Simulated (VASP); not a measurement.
BaS: single point with HSE06

Crystal: BaS.

```
CELL_PARAMETERS angstrom
3.82295 0.00000 0.00000
0.00000 3.82295 0.00000
0.00000 0.00000 3.82295
ATOMIC_POSITIONS crystal
Ba 0.00000 0.00000 0.00000
S 0.50000 0.50000 0.50000
```

```json
{
 "Program": "VASP 6.6.1",
 "Task": "single point",
 "Functional": "HSE06",
 "Potentials or basis": "VASP PAW PBE potentials, release 64 (Ba_sv, S)",
 "Cutoff": "520 eV",
 "k mesh": "4 × 4 × 4",
 "Occupations": "fermi-dirac, width 0.02 eV",
 "Spin": "no spin polarisation",
 "Dipole correction": "no",
 "Grid for exact exchange (PRECFOCK)": "Normal",
 "Further INCAR settings": "ALGO = Normal; EDIFF = 1e-06; NBANDS = 15",
 "Share of exact exchange": "0.25",
 "Screening parameter": "0.2079 1/Å"
}
```

| Property | Result |
| --- | --- |
| Pressure | 0.9 GPa |
| Band gap on the k mesh | 2.32 eV (least direct gap 2.45 eV) |

Levels at points of the mesh, in eV from the valence-band top:
| k point | band 6 | band 7 | band 8 | band 9 | band 10 | band 11 |
| --- | --- | --- | --- | --- | --- | --- |
| (0.00, 0.00, 0.00) | -0.12 | -0.12 | -0.12 | 2.32 | 2.32 | 4.94 |
| (0.50, 0.00, 0.00) | -3.18 | -0.78 | -0.78 | 3.49 | 7.34 | 7.46 |
| (0.50, 0.50, 0.00) | -1.52 | -1.52 | 0.00 | 3.15 | 4.34 | 5.36 |
| (0.50, 0.50, 0.50) | -3.05 | -3.05 | -3.05 | 8.70 | 8.70 | 8.70 |

Wall time 5.9 min on 1 thread of Intel(R) Xeon(R) Platinum 8488C (Sapphire Rapids), with other jobs on the host, peak memory 0.28 GiB.

Caveat: the PAW data sets were made with another functional, which shifts forces and pressure a little; spin-orbit coupling is left out, which moves the levels of the heavy elements. A k mesh can miss the band edges.
